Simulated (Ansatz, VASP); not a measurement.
One calculation of Al2Ru, two programs

```
Al Ru
1.0
    -1.56042    1.56042    4.22181
     1.56042   -1.56042    4.22181
     1.56042    1.56042   -4.22181
Al Ru
2 1
Direct
  0.65920 0.65920 0.00000
  0.34080 0.34080 0.00000
  0.00000 0.00000 0.00000
```

Alike in both runs: task single point; functional PBEsol; k mesh 1 × 1 × 1; occupations gaussian, width 0.1 eV; no spin polarisation.

|  | VASP | Ansatz |
| --- | --- | --- |
| version | VASP 6.6.1 | Ansatz 0.2.0 |
| potentials or method | VASP PAW PBE potentials, release 64 (Al, Ru_sv), cutoff 600 eV | scalar-relativistic, plane waves, PAW |
| valence electrons in the cell | 22 | 22 |

Ansatz gave:

- gap on the k mesh at the Fermi level (eV): 1.46
- least direct gap on the mesh (eV): 1.46
- pressure (GPa): 7.7
- traceless stress, the component that is largest in VASP (GPa): 31.80
- rms of the force components (eV/Å): 1.443

Task: Estimate VASP's values.

Result: gap on the k mesh at the Fermi level (eV): 1.41; least direct gap on the mesh (eV): 1.41; pressure (GPa): 7.6; traceless stress, the component that is largest in VASP (GPa): 31.64; rms of the force components (eV/Å): 1.438.

VASP's potentials were made for PBE, not for PBEsol. Atom by atom the forces differ by 0.004 eV/Å (rms over components).

The k mesh is coarse, so the values compare programs but aren't converged.
